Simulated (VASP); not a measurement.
Write the native input for VASP 6.6.1 that does the following.

- Task: single point
- Functional: r2SCAN
- Potentials or basis: VASP PAW PBE potentials, release 64 (Ba_sv, Ti_sv, O)
- Cutoff: 520 eV
- k mesh: 6 × 6 × 6
- Occupations: gaussian, width 0.05 eV
- Spin: no spin polarisation
- Dipole correction: no
- Further INCAR settings: ALGO = Normal; EDIFF = 1e-06; NBANDS = 28

BaTiO3:

```
Ba Ti O
1.0
     3.01046    1.63971    2.33143
    -3.01046    1.63971    2.33143
     0.00000   -3.27941    2.33143
Ba Ti O
1 1 3
Direct
  0.00279 0.00279 0.00279
  0.51625 0.51625 0.51625
  0.48975 0.48975 0.98016
  0.48975 0.98016 0.48975
  0.98016 0.48975 0.48975
```

This cell differs from its parent crystal: strain +0.0600 x Voigt [1, 0, 0, 0, 0, 0].

These files were run (other wordings do the same):

POSCAR

```
BaTiO3
1.0
    3.0104569043      1.6397057586      2.3314328269
   -3.0104569043      1.6397057586      2.3314328269
    0.0000000000     -3.2794115171      2.3314328269
Ba Ti O
1 1 3
Direct
    0.0027851043      0.0027851043      0.0027851043
    0.5162478494      0.5162478494      0.5162478494
    0.4897536543      0.4897536543      0.9801597377
    0.4897536543      0.9801597377      0.4897536543
    0.9801597377      0.4897536543      0.4897536543
```

INCAR.step1

```
PREC = Accurate
ENCUT = 520
ISMEAR = 0
SIGMA = 0.05
LREAL = F
LASPH = T
NELM = 80
NBANDS = 28
GGA = PE
ALGO = Normal
EDIFF = 1E-4
LWAVE = T
LCHARG = F
```

INCAR.step2

```
PREC = Accurate
ENCUT = 520
EDIFF = 1E-6
ISMEAR = 0
SIGMA = 0.05
LREAL = F
LASPH = T
NELM = 80
ALGO = Normal
ISIF = 2
LWAVE = F
LCHARG = F
METAGGA = R2SCAN
LMIXTAU = T
NBANDS = 28
ISTART = 1
```

KPOINTS

```
regular mesh
0
Gamma
  6 6 6
```

Potentials or basis: VASP PAW PBE potentials, release 64 (Ba_sv, Ti_sv, O).

Run with:

```sh
$ cat potpaw_PBE.64/Ba_sv/POTCAR potpaw_PBE.64/Ti_sv/POTCAR potpaw_PBE.64/O/POTCAR > POTCAR
$ cp INCAR.step1 INCAR
$ mpirun -np 1 vasp_std > vasp.out
$ cp INCAR.step2 INCAR
$ mpirun -np 1 vasp_std > vasp.out
```

It gave:

The pressure is -7.2 GPa. The largest force is 0.541 eV/Å and the band gap on the k mesh is 2.51 eV (least direct gap 2.96 eV).

Caveat: the cell differs from its parent crystal (strain +0.0600 x Voigt [1, 0, 0, 0, 0, 0]); the stress differs along the axes, from -16 to -3 GPa; the PAW data sets were made with another functional, which shifts forces and pressure a little; spin-orbit coupling is left out, which moves the levels of the heavy elements.

It took 6.8 min on 1 thread of Intel Xeon 8259CL, with other jobs on the host, peak memory 0.27 GiB.
